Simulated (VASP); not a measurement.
Sb, 2 atoms in the cell. The structure is cubic, space group Fd-3m (No. 227). The conventional cell has a = 6.593 Å, b = 6.593 Å, c = 6.593 Å, α = 90.00°, β = 90.00°, γ = 90.00°. Sb (site symmetry -43m) has 4 Sb at 2.85 Å within 3.8 Å.  This cell differs from its parent crystal: volume scaled by 0.88.

```yaml
Program: VASP 6.6.1
Task: single point
Functional: PBEsol
Potentials_or_basis: VASP PAW PBE potentials, release 64 (Sb)
Cutoff: 520 eV
k_mesh: 9 × 9 × 9
Occupations: fermi-dirac, width 0.1 eV
Spin: no spin polarisation
Dipole_correction: no
Further_INCAR_settings: ALGO = Normal; EDIFF = 1e-07; NBANDS = 12
```

Potentials or basis: VASP PAW PBE potentials, release 64 (Sb).

Command:

```sh
$ cat potpaw_PBE.64/Sb/POTCAR > POTCAR
$ mpirun -np 1 vasp_std > vasp.out
```

Hardware: 1 thread of Intel(R) Xeon(R) 6975P-C (Granite Rapids), on a shared host.

Task: Estimate the wall time of this run.

Result: Wall time 9.5 s on 1 thread of Intel(R) Xeon(R) 6975P-C (Granite Rapids), with other jobs on the host, peak memory 0.2 GiB. Counts: scf iterations 12, k points 35.
